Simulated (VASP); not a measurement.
# Li2H (Cmmm) in VASP: relaxation of cell and atoms with PBE

Aim: the relaxation of cell and atoms of Li2H with PBE.

Program: VASP 6.6.1. These are calculated values, not measurements. Logs are shortened: lines on timing, memory, paths and dates and some standing lists are left out, and cuts for length are marked.

### Step 1. The cell of the first run

The structure is orthorhombic, space group Cmmm (No. 65). The conventional cell has a = 2.709 Å, b = 5.521 Å, c = 5.306 Å, α = 90.00°, β = 90.00°, γ = 90.00°. Li (site symmetry mm2) has 2 H at 1.85 Å and 1 Li at 2.52 Å within 2.6 Å. Within 2.5 Å of H (site symmetry mmm) lie 4 Li at 1.85 Å.

The cell was generated, and may not be a known phase.

### Step 2. Relaxation of cell and atoms, PBE

File INCAR:

```
PREC     = Accurate       # precision mode
ENCUT    = 600            # plane-wave cutoff, eV
EDIFF    = 1E-6           # SCF threshold, eV
ISMEAR   = 0              # smearing method
SIGMA    = 0.1            # smearing width, eV
LREAL    = F              # projectors in reciprocal space
LASPH    = T              # aspherical terms in the spheres
NELM     = 80             # most SCF steps
ALGO     = Normal         # electronic algorithm
ISIF     = 3              # what is computed and relaxed
LWAVE    = F              # write WAVECAR
LCHARG   = F              # write CHGCAR
GGA      = PE             # functional
IBRION   = 2              # ionic algorithm
NSW      = 100            # ionic steps
EDIFFG   = -0.01          # ionic threshold
```

File KPOINTS:

```
regular mesh
0
Gamma
  18 18 10
```

File POSCAR:

```
Li2H
1.0
    1.3545700709     -2.7603954352      0.0000000000
    1.3545700709      2.7603954352      0.0000000000
    0.0000000000      0.0000000000      5.3056085058
Li H
2 1
Direct
    0.0000000000      0.0000000000      0.7622813398
    0.0000000000      0.0000000000      0.2377186602
    0.5000000000      0.5000000000      0.0000000000
```

Potentials or basis: VASP PAW PBE potentials, release 64 (Li_sv, H).

The run is started by

```bash
> cat potpaw_PBE.64/Li_sv/POTCAR potpaw_PBE.64/H/POTCAR > POTCAR
> mpirun -np 1 vasp_std > vasp.out
```

OUTCAR:

```text
PREC = Accurate
   ENCUT = 600
   EDIFF = 1E-6
   ISMEAR = 0
   LREAL = F
   LASPH = T
   NELM = 80
   ISIF = 3
   GGA = PE
   IBRION = 2
   NSW = 100
   EDIFFG = -0.01

 ion  position               nearest neighbor table
   1  0.000  0.000  0.762-   2 2.52
   2  0.000  0.000  0.238-   1 2.52
   3  0.500  0.500  0.000-

  LATTYP: Found a base centered orthorhombic cell.
 ALAT       =     2.7091401418
 B/A-ratio  =     2.0378387907
 C/A-ratio  =     1.9584105023

  Lattice vectors:

 A1 = (   1.3545700709,  -2.7603954352,   0.0000000000)
 A2 = (   1.3545700709,   2.7603954352,   0.0000000000)
 A3 = (   0.0000000000,   0.0000000000,   5.3056085058)

Analysis of symmetry for initial positions (statically):
=====================================================================
 Subroutine PRICEL returns:
 Original cell was already a primitive cell.

 Routine SETGRP: Setting up the symmetry group for a
 base centered orthorhombic supercell.

 Subroutine GETGRP returns: Found  8 space group operations
 (whereof  8 operations were pure point group operations)
 out of a pool of  8 trial point group operations.

The static configuration has the point symmetry D_2h.

Analysis of symmetry for dynamics (positions and initial velocities):
=====================================================================
 Subroutine PRICEL returns:
 Original cell was already a primitive cell.

 Routine SETGRP: Setting up the symmetry group for a
 base centered orthorhombic supercell.

 Subroutine GETGRP returns: Found  8 space group operations
 (whereof  8 operations were pure point group operations)
 out of a pool of  8 trial point group operations.

The dynamic configuration has the point symmetry D_2h.

 Subroutine INISYM returns: Found  8 space group operations
 (whereof  8 operations are pure point group operations),
 and found     1 'primitive' translations

----------------------------------------------------------------------------------------

                                     Primitive cell

  volume of cell :      39.6769

  direct lattice vectors                    reciprocal lattice vectors
     1.354570071 -2.760395435  0.000000000     0.369120809 -0.181133469  0.000000000
     1.354570071  2.760395435  0.000000000     0.369120809  0.181133469  0.000000000
     0.000000000  0.000000000  5.305608506     0.000000000  0.000000000  0.188479794

  length of vectors
     3.074840327  3.074840327  5.305608506     0.411168463  0.411168463  0.188479794

  position of ions in fractional coordinates (direct lattice)
     0.000000000  0.000000000  0.762281340
     0.000000000  0.000000000  0.237718660
     0.500000000  0.500000000  0.000000000

  ion indices of the primitive-cell ions
   primitive index   ion index
                 1           1
                 2           2
                 3           3

----------------------------------------------------------------------------------------

 KPOINTS: regular mesh

Automatic generation of k-mesh.
 Grid dimensions read from file:
 generate k-points for:   18   18   10

 Generating k-lattice:

  Cartesian coordinates                     Fractional coordinates (reciprocal lattice)
     0.020506712 -0.010062970  0.000000000     0.055555556 -0.000000000  0.000000000
     0.020506712  0.010062970  0.000000000    -0.000000000  0.055555556  0.000000000
     0.000000000  0.000000000  0.018847979     0.000000000  0.000000000  0.100000000

  Length of vectors
     0.022842692  0.022842692  0.018847979

  Shift w.r.t. Gamma in fractional coordinates (k-lattice)
     0.000000000  0.000000000  0.000000000

 Subroutine IBZKPT returns following result:
 ===========================================

 Found    546 irreducible k-points:

 Following reciprocal coordinates:
            Coordinates               Weight
  0.000000  0.000000  0.000000      1.000000
  0.055556  0.000000  0.000000      4.000000
  0.111111  0.000000  0.000000      4.000000
  0.166667 -0.000000  0.000000      4.000000
  0.222222  0.000000  0.000000      4.000000
  0.277778 -0.000000  0.000000      4.000000
[... 16 lines left out ...]
 -0.277778  0.055556  0.000000      4.000000
 -0.222222  0.055556  0.000000      4.000000
 [... further k-points ...]
   k-points           NKPTS =    546   k-points in BZ     NKDIM =    546   number of bands    NBANDS=      7
   number of dos      NEDOS =    301   number of ions     NIONS =      3
   total plane-waves  NPLWV =  32928
   dimension x,y,z NGX =    28 NGY =   28 NGZ =   42
   dimension x,y,z NGXF=    56 NGYF=   56 NGZF=   84
   ions per type =               2   1
   NGX,Y,Z   is equivalent  to a cutoff of  15.14, 15.14, 13.16 a.u.
   NGXF,Y,Z  is equivalent  to a cutoff of  30.28, 30.28, 26.32 a.u.
 SYSTEM =  unknown system
   PREC   = accura    normal or accurate (medium, high low for compatibility)
   ISTART =      0    job   : 0-new  1-cont  2-samecut
   ICHARG =      2    charge: 1-file 2-atom 10-const
   ISPIN  =      1    spin polarized calculation?
   LNONCOLLINEAR =      F non collinear calculations
   LSORBIT =      F    spin-orbit coupling
   LASPH  =      T    aspherical Exc in radial PAW
   ENCUT  =  600.0 eV  44.10 Ry    6.64 a.u.   6.14  6.14 10.60*2*pi/ulx,y,z
   NELM   =     80;   NELMIN=  2; NELMDL= -5     # of ELM steps
   EDIFF  = 0.1E-05   stopping-criterion for ELM
   LREAL  =      F    real-space projection
   EDIFFG = -.1E-01   stopping-criterion for IOM
   NSW    =    100    number of steps for IOM
   IBRION =      2    ionic relax: 0-MD 1-quasi-New 2-CG
   NFREE  =      1    steps in history (QN), initial steepest desc. (CG)
   ISIF   =      3    stress and relaxation
   ISYM   =      2    0-nonsym 1-usesym 2-fastsym
   POTIM  = 0.5000    time-step for ionic-motion
   TEBEG  =    0.0;   TEEND  =   0.0 temperature during run
   PSTRESS=    0.0 pullay stress
   NELECT =       7.0000    total number of electrons
   NUPDOWN=      -1.0000    fix difference up-down
   EMIN   =  10.00;   EMAX   =-10.00  energy-range for DOS
   EFERMI =   0.00;   METHOD = LEGACY
   ISMEAR =     0;   SIGMA  =   0.10  broadening in eV -4-tet -1-fermi 0-gaus
   EFERMI_NEDOS =   21; number of points for ismear=-14 and -15
   IALGO  =     38    algorithm
   IMIX   =      4    mixing-type and parameters
     AMIX     =   0.40;   BMIX     =  1.00
     AMIX_MAG =   1.60;   BMIX_MAG =  1.00
  volume/ion in A,a.u.               =      13.23        89.25
  Fermi-wavevector in a.u.,A,eV,Ry     =   0.918181  1.735110 11.470472  0.843056
  Thomas-Fermi vector in A             =   2.043233
   LORBIT       =      0    0 simple, 1 ext, 2 COOP (PROOUT), +10 PAW based schemes
   GGA     = PE    functional components
   LHFCALC =     F    Hartree Fock is set to
   AEXX    =    0.0000 exact exchange contribution
   IVDW    =     0    specifies the selected vdW correction
   LEPSILON=     F    determine dielectric tensor
   LRPA    =     F    only Hartree local field effects (RPA)
 conjugate gradient relaxation of ions
 non-spin polarized calculation
 Gauss-broadening in eV      SIGMA  =   0.10
  energy-cutoff  :      600.00
  volume of cell :       39.68
 maximum number of plane-waves:      1352
 NGX is ok and might be reduce to    28
   NGX = 13   NGY = 13   NGZ = 21

--------------------------------------- Ionic step        1  -------------------------------------------

 number of electron       7.0000012 magnetization

 Free energy of the ion-electron system (eV)
  ---------------------------------------------------
  ext. energy  EPLUGINS =         0.00000000
  ---------------------------------------------------
  free energy    TOTEN  =        -7.67394396 eV

  energy without entropy =       -7.67094184  energy(sigma->0) =       -7.67244290

------------------------ aborting loop because EDIFF is reached ----------------------------------------

  FORCE on cell =-STRESS in cart. coord.  units (eV):
  Direction    XX          YY          ZZ          XY          YZ          ZX
  --------------------------------------------------------------------------------------
  -------------------------------------------------------------------------------------
  Total        0.0850236     -0.0891134      0.0563620      0.0000000      0.0000000      0.0000000
  in kB        3.4333035     -3.5984524      2.2759296      0.0000000      0.0000000      0.0000000
  external PRESSURE =       0.7035936 kB  Pullay stress =       0.0000000 kB
[... 244 lines left out ...]
  energy  without entropy=       -7.6722000268  energy(sigma->0) =       -7.67363877

--------------------------------------- Ionic step        8  -------------------------------------------

 number of electron       7.0000008 magnetization

 Free energy of the ion-electron system (eV)
  ---------------------------------------------------
  ext. energy  EPLUGINS =         0.00000000
  ---------------------------------------------------
  free energy    TOTEN  =        -7.67513224 eV

  energy without entropy =       -7.67226463  energy(sigma->0) =       -7.67369843

 E-fermi :   0.9912     XC(G=0):  -7.4375

 val. band max:        0.9844892845   @ k =   0.2778   0.0556   0.2000
 cond. band min:       0.9914381353   @ k =  -0.4444   0.2222   0.5000
 fundamental gap:      0.0069488509
 Fermi energy:         0.9911998543

 k-point     1 :       0.0000    0.0000    0.0000
  band No.  band energies     occupation
      1     -45.5653      2.00000
      2     -45.5320      2.00000
      3      -5.2069      2.00000
      4      -0.8277      2.00000
      5       3.0673      0.00000
      6      11.3810      0.00000
      7      12.5272      0.00000
[... 221 lines left out ...]
 k-point    24 :      -0.2222    0.0556    0.0000
  band No.  band energies     occupation
      1     -45.5565      2.00000
      2     -45.5243      2.00000
      3      -4.5721      2.00000
      4       0.0067      2.00000
      5       3.4620      0.00000
      6       8.0410      0.00000
      7      10.9341      0.00000

 [... further k-points ...]

------------------------ aborting loop because EDIFF is reached ----------------------------------------

  FORCE on cell =-STRESS in cart. coord.  units (eV):
  Direction    XX          YY          ZZ          XY          YZ          ZX
  --------------------------------------------------------------------------------------
  -------------------------------------------------------------------------------------
  Total       -0.0096561     -0.0039965     -0.0026393     -0.0000000      0.0000000      0.0000000
  in kB       -0.3934589     -0.1628462     -0.1075444     -0.0000000      0.0000000      0.0000000
  external PRESSURE =      -0.2212832 kB  Pullay stress =       0.0000000 kB
[... 18 lines left out ...]
  FREE ENERGIE OF THE ION-ELECTRON SYSTEM (eV)
  ---------------------------------------------------
  free  energy   TOTEN  =        -7.6751322359 eV

  energy  without entropy=       -7.6722646289  energy(sigma->0) =       -7.67369843

 reached required accuracy - stopping structural energy minimisation
```

It took 10 min on 1 thread of Intel Xeon 8259CL, shared host; peak memory 0.29 GiB.

Results:

```
Free energy                           : -7.6751 eV
Relaxed volume                        : 13.11 Å³/atom
Relaxed cell                          : a = 3.037 Å, b = 3.037 Å, c = 5.309 Å, α = 90.00°, β = 90.00°, γ = 126.59°
Space group after relaxing (to 0.1 Å) : Cmmm (No. 65)
Energy gained by relaxing             : 0.4 meV/atom
Ionic steps                           : 8
Pressure after relaxing               : 0.0 GPa
Largest force after relaxing          : 0.004 eV/Å
Band gap on the k mesh                : zero (an odd number of electrons rules out a gap without spin polarisation)
```

Forces on the atoms (eV/Å):
```
Li   0.000  0.000 -0.004
Li   0.000  0.000  0.004
H    0.000  0.000  0.000
```

The path:
| step | energy change (eV) | largest force (eV/Å) | pressure (GPa) | volume (Å³) |
| --- | --- | --- | --- | --- |
| 1 | 0.0000 | 0.0190 | 0.07 | 39.68 |
| 2 | -0.0003 | 0.0111 | 0.01 | 39.71 |
| 3 | -0.0007 | 0.0118 | -0.15 | 39.81 |
| 4 | -0.0007 | 0.0147 | -0.17 | 39.82 |
| 5 | -0.0009 | 0.0084 | -0.13 | 39.71 |
| 6 | -0.0011 | 0.0064 | -0.07 | 39.45 |
| 7 | -0.0011 | 0.0076 | -0.06 | 39.43 |
| 8 | -0.0012 | 0.0042 | -0.02 | 39.32 |

Final structure:
```
Li H
1.0
     1.36499   -2.71312    0.00000
     1.36499    2.71312    0.00000
     0.00000    0.00000    5.30862
Li H
2 1
Direct
  0.00000 0.00000 0.76175
  0.00000 0.00000 0.23825
  0.50000 0.50000 0.00000
```

Levels at points of the mesh, in eV from the Fermi level:
```
           k point  band 1  band 2  band 3  band 4  band 5  band 6  band 7
(0.00, 0.00, 0.00)  -46.56  -46.52   -6.20   -1.82    2.08   10.39   11.54
(0.50, 0.00, 0.00)  -46.53  -46.50   -3.62    2.92    3.64    3.78    4.19
(0.50, 0.50, 0.00)  -46.54  -46.51   -3.51   -0.85    2.74    3.57    5.58
(0.00, 0.00, 0.50)  -46.55  -46.53   -6.08   -2.56    5.04    6.32   11.71
(0.50, 0.00, 0.50)  -46.52  -46.50   -3.45    1.35    3.19    3.86    7.16
(0.50, 0.50, 0.50)  -46.53  -46.52   -3.49    0.18    0.76    2.54   10.26
```

Caveat: the cutoff is under 1.25 times the usual one of these potentials, so pressure, stress and relaxed cells hold a basis-set (Pulay) error.
